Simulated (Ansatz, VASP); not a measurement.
Two plane-wave programs on GaAsSe3

```
Ga As Se
1.0
     5.90967    0.00000    0.00000
    -2.95483    5.11792    0.00000
     0.00000    0.00000    7.66559
Ga As Se
2 2 6
Direct
  0.00000 0.00000 0.00000
  0.00000 0.00000 0.50000
  0.33333 0.66667 0.25000
  0.66667 0.33333 0.75000
  0.17872 0.82128 0.75000
  0.35744 0.17872 0.25000
  0.17872 0.35744 0.75000
  0.82128 0.17872 0.25000
  0.64256 0.82128 0.75000
  0.82128 0.64256 0.25000
```

Change from the starting cell: species swapped into the CsVI3 type (P6_3/mmc, No. 194).

Alike in both runs: functional PBE; k mesh 2 × 2 × 2; occupations gaussian, width 0.15 eV; no spin polarisation.

Ansatz relaxed the structure, and its values are those at the end. VASP's run is a single point on that final structure, the one shown.

```csv
,VASP,Ansatz
version,VASP 6.6.1,Ansatz 0.2.0
potentials or method,"VASP PAW PBE potentials, release 64 (Ga_d, As, Se), cutoff 520 eV","scalar-relativistic, plane waves, PAW"
valence electrons in the cell,72,152
```

|  | VASP | Ansatz | Ansatz less VASP |
| --- | --- | --- | --- |
| gap on the k mesh at the Fermi level (eV) | none | none | - |
| pressure (GPa) | 0.2 | 0.1 | -0.07 |
| rms of the force components (eV/Å) | 0.013 | 0.008 | -0.0051 |

A gap of «none» marks a metal or a gap that the smearing closes. The functional is the same, so the differences come from potentials, cutoffs and numerics. VASP's potentials hold 72 valence electrons a cell and Ansatz's 152, so a difference there can come from the potentials and not from the codes.

The k mesh is coarse, so the values compare programs but aren't converged.
